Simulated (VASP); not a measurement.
# LiF (Fm-3m) in VASP: a series of runs, part 2 of 2

VASP 6.6.1.

### Step 3. Relaxation of cell and atoms, PBE

This run uses another cell than the first one, of 7.91 Å³/atom.

The input, INCAR:

```
PREC = Accurate
ENCUT = 750
EDIFF = 1E-7
ISMEAR = -1
SIGMA = 0.1
LREAL = F
LASPH = T
NELM = 120
ALGO = Normal
ISIF = 3
LWAVE = F
LCHARG = F
GGA = PE
IBRION = 2
NSW = 60
EDIFFG = -0.01
GGA_COMPAT = F
NELMIN = 4
```

The input, KPOINTS:

```
regular mesh
0
Gamma
  8 8 8
```

The input, POSCAR:

```
LiF
1.0
    0.0000000000      1.9928000000      1.9928000000
    1.9928000000      0.0000000000      1.9928000000
    1.9928000000      1.9928000000      0.0000000000
Li F
1 1
Direct
    0.0000000000      0.0000000000      0.0000000000
    0.5000000000      0.5000000000      0.5000000000
```

Potentials or basis: VASP PAW PBE potentials, release 64 (Li_sv, F).

Launch:

```bash
cat potpaw_PBE.64/Li_sv/POTCAR potpaw_PBE.64/F/POTCAR > POTCAR
mpirun -np 1 vasp_std > vasp.out
```

OUTCAR:

```text
PREC = Accurate
   ENCUT = 750
   EDIFF = 1E-7
   ISMEAR = -1
   LREAL = F
   LASPH = T
   NELM = 120
   ISIF = 3
   GGA = PE
   IBRION = 2
   NSW = 60
   EDIFFG = -0.01
   NELMIN = 4

 ion  position               nearest neighbor table
   1  0.000  0.000  0.000-   2 1.99   2 1.99   2 1.99   2 1.99   2 1.99   2 1.99
   2  0.500  0.500  0.500-   1 1.99   1 1.99   1 1.99   1 1.99   1 1.99   1 1.99

  LATTYP: Found a face centered cubic cell.
 ALAT       =     3.9856000000

  Lattice vectors:

 A1 = (   0.0000000000,   1.9928000000,   1.9928000000)
 A2 = (   1.9928000000,   0.0000000000,   1.9928000000)
 A3 = (   1.9928000000,   1.9928000000,   0.0000000000)

Analysis of symmetry for initial positions (statically):
=====================================================================
 Subroutine PRICEL returns:
 Original cell was already a primitive cell.

[... 214 lines left out ...]

 k-point     1 :       0.0000    0.0000    0.0000
  band No.  band energies     occupation
      1     -41.9042      2.00000
      2     -20.9890      2.00000
      3      -1.0070      2.00000
      4      -1.0070      2.00000
      5      -1.0070      2.00000
      6       8.1040      0.00000
      7      23.0133      0.00000
      8      23.0133      0.00000
      9      23.0140      0.00000
[... 311 lines left out ...]
--------------------------------------- Ionic step        3  -------------------------------------------

 number of electron      10.0000000 magnetization

 Free energy of the ion-electron system (eV)
  ---------------------------------------------------
  ext. energy  EPLUGINS =         0.00000000
  ---------------------------------------------------
  free energy    TOTEN  =        -9.64211942 eV

  energy without entropy =       -9.64211942  energy(sigma->0) =       -9.64211942

 E-fermi :   1.1569     XC(G=0):  -9.8939

 val. band max:       -1.1399724102   @ k =   0.0000   0.0000   0.0000
 cond. band min:       7.7755665351   @ k =   0.0000   0.0000   0.0000
 fundamental gap:      8.9155389453
 Fermi energy:         1.1568680095

 k-point     1 :       0.0000    0.0000    0.0000
  band No.  band energies     occupation
      1     -42.0893      2.00000
      2     -21.0613      2.00000
      3      -1.1400      2.00000
      4      -1.1400      2.00000
      5      -1.1400      2.00000
      6       7.7756      0.00000
      7      22.5856      0.00000
      8      22.5856      0.00000
      9      22.5856      0.00000
[... 305 lines left out ...]
  FREE ENERGIE OF THE ION-ELECTRON SYSTEM (eV)
  ---------------------------------------------------
  free  energy   TOTEN  =        -9.6421194151 eV

  energy  without entropy=       -9.6421194150  energy(sigma->0) =       -9.64211942

 reached required accuracy - stopping structural energy minimisation
```

OSZICAR:

```text
N       E                     dE             d eps       ncg     rms          rms(c)
DAV:   1     0.439626673878E+02    0.43963E+02   -0.72112E+03   538   0.150E+03
DAV:   2    -0.888502113058E+01   -0.52848E+02   -0.52408E+02   608   0.246E+02
DAV:   3    -0.101203700447E+02   -0.12353E+01   -0.12325E+01   672   0.374E+01
[... 25 lines left out ...]
DAV:   3    -0.964258336557E+01    0.89377E-03   -0.13993E-03   706   0.480E-01    0.184E-01
DAV:   4    -0.964211817078E+01    0.46519E-03   -0.52754E-04   787   0.237E-01    0.114E-02
DAV:   5    -0.964211774732E+01    0.42346E-06   -0.19153E-05   548   0.513E-02    0.416E-03
DAV:   6    -0.964211949953E+01   -0.17522E-05   -0.15455E-06   701   0.128E-02    0.106E-03
DAV:   7    -0.964211941507E+01    0.84464E-07   -0.27706E-08   387   0.217E-03
   3 F= -.96421194E+01 E0= -.96421194E+01  d E =-.958300E-02
```

CONTCAR:

```text
LiF
   1.00000000000000
     0.0000000000000000    2.0265815156030262    2.0265815156030262
     2.0265815156030262    0.0000000000000000    2.0265815156030262
     2.0265815156030262    2.0265815156030262    0.0000000000000000
  Li              F
     1     1
Direct
     0.0000000000000000    0.0000000000000000    0.0000000000000000
     0.5000000000000000    0.5000000000000000    0.5000000000000000

  0.00000000E+00  0.00000000E+00  0.00000000E+00
  0.00000000E+00  0.00000000E+00  0.00000000E+00
```

Run time: 16 s. Hardware: 1 thread of AMD EPYC 7R13 (Zen 3), shared host; peak memory 0.12 GiB.

Results:

```yaml
Free_energy: -9.6421 eV
Relaxed_volume: 8.32 Å³/atom
Relaxed_cell: a = 2.866 Å, b = 2.866 Å, c = 2.866 Å, α = 60.00°, β = 60.00°, γ = 60.00°
Space_group_after_relaxing_to_0.1_Å: Fm-3m (No. 225)
Energy_gained_by_relaxing: 4.8 meV/atom
Ionic_steps: 3
Pressure_after_relaxing: -0.1 GPa
Band_gap_on_the_k_mesh: 8.92 eV
```

Step by step:
```tsv
step	energy change (eV)	largest force (eV/Å)	pressure (GPa)	volume (Å³)
1	0.0000	0.0000	3.95	15.83
2	-0.0078	0.0000	1.62	16.28
3	-0.0096	0.0000	-0.05	16.65
```

Final structure:
```cif
data_structure
_symmetry_space_group_name_H-M 'P 1'
_symmetry_Int_Tables_number 1
_cell_length_a 2.8660
_cell_length_b 2.8660
_cell_length_c 2.8660
_cell_angle_alpha 60.000
_cell_angle_beta 60.000
_cell_angle_gamma 60.000
_cell_volume 16.65
loop_
_atom_site_label
_atom_site_type_symbol
_atom_site_fract_x
_atom_site_fract_y
_atom_site_fract_z
_atom_site_occupancy
Li1 Li 0.00000 0.00000 0.00000 1
F1 F 0.50000 0.50000 0.50000 1
```

### Step 4. Relaxation of cell and atoms, PBE

This run uses another cell than the first one, of 7.91 Å³/atom.

The input, INCAR:

```
SYSTEM = LiF
PREC = Accurate
ENCUT = 750
EDIFF = 1E-7
ISMEAR = 0
SIGMA = 0.05
LREAL = .False.
LASPH = .True.
NELM = 120
ALGO = Normal
ISIF = 3
LWAVE = .False.
LCHARG = .False.
GGA = PE
IBRION = 2
NSW = 60
EDIFFG = -0.01
GGA_COMPAT = .False.
NELMIN = 4
```

The input, KPOINTS:

```
regular mesh
0
Gamma
  8 8 8
  0 0 0
```

POSCAR is that of step 3.

Launch:

```bash
cat potpaw_PBE.64/Li_sv/POTCAR potpaw_PBE.64/F/POTCAR > POTCAR
mpirun -np 1 vasp_std > vasp.out
```

Wall time 15 s (1 thread of AMD EPYC 7R13 (Zen 3), shared host); peak memory 0.12 GiB.

It converged, with:

| Quantity | Value |
| --- | --- |
| Free energy | -9.6421 eV |
| Relaxed volume | 8.32 Å³/atom |
| Relaxed cell | a = 2.866 Å, b = 2.866 Å, c = 2.866 Å, α = 60.00°, β = 60.00°, γ = 60.00° |
| Space group after relaxing (to 0.1 Å) | Fm-3m (No. 225) |
| Energy gained by relaxing | 4.8 meV/atom |
| Ionic steps | 3 |
| Pressure after relaxing | -0.1 GPa |
| Band gap on the k mesh | 8.92 eV |

Step by step:
| step | energy change (eV) | largest force (eV/Å) | pressure (GPa) | volume (Å³) |
| --- | --- | --- | --- | --- |
| 1 | 0.0000 | 0.0000 | 3.95 | 15.83 |
| 2 | -0.0078 | 0.0000 | 1.62 | 16.28 |
| 3 | -0.0096 | 0.0000 | -0.05 | 16.65 |

Final structure:
```yaml
crystal:
  lattice:
    - [0.00000, 2.02658, 2.02658]
    - [2.02658, 0.00000, 2.02658]
    - [2.02658, 2.02658, 0.00000]
  atoms:
    - { symbol: Li, position: [0.00000, 0.00000, 0.00000] }
    - { symbol: F, position: [0.50000, 0.50000, 0.50000] }
```

Levels at points of the mesh, in eV from the valence-band top:
```csv
k point,band 1,band 2,band 3,band 4,band 5,band 6,band 7,band 8,band 9
"(0.00, 0.00, 0.00)",-40.95,-19.92,0.00,0.00,0.00,8.92,23.73,23.73,23.73
"(0.50, 0.00, 0.00)",-40.90,-19.50,-2.46,-0.22,-0.22,10.68,16.51,18.75,18.75
"(0.50, 0.50, 0.00)",-40.88,-19.25,-2.92,-0.97,-0.97,14.64,16.39,17.21,20.02
```

A k mesh can miss the band edges. PBE usually gives volumes a little too large and moduli too small.

### Step 5. Summary

```csv
task,cell,smearing,gap on the mesh (eV),pressure (GPa),relaxed volume (Å³/atom)
single point,"a = 2.876 Å, angles 60.0°, 2 atoms",gaussian 0.05 eV,8.82,-0.7,-
relaxation of cell and atoms,"relaxed from a = 2.818 Å, angles 60.0°, 2 atoms",fermi-dirac 0.1 eV,8.92,-0.1,8.32
relaxation of cell and atoms,"relaxed from a = 2.818 Å, angles 60.0°, 2 atoms",gaussian 0.05 eV,8.92,-0.1,8.32
```

Alike in all rows: level PBE; potentials or basis VASP PAW PBE potentials, release 64 (Li_sv, F); no spin polarisation; k mesh 8 × 8 × 8; cutoff (eV) 750.

Absolute energies hang on the potentials; compare differences alone.
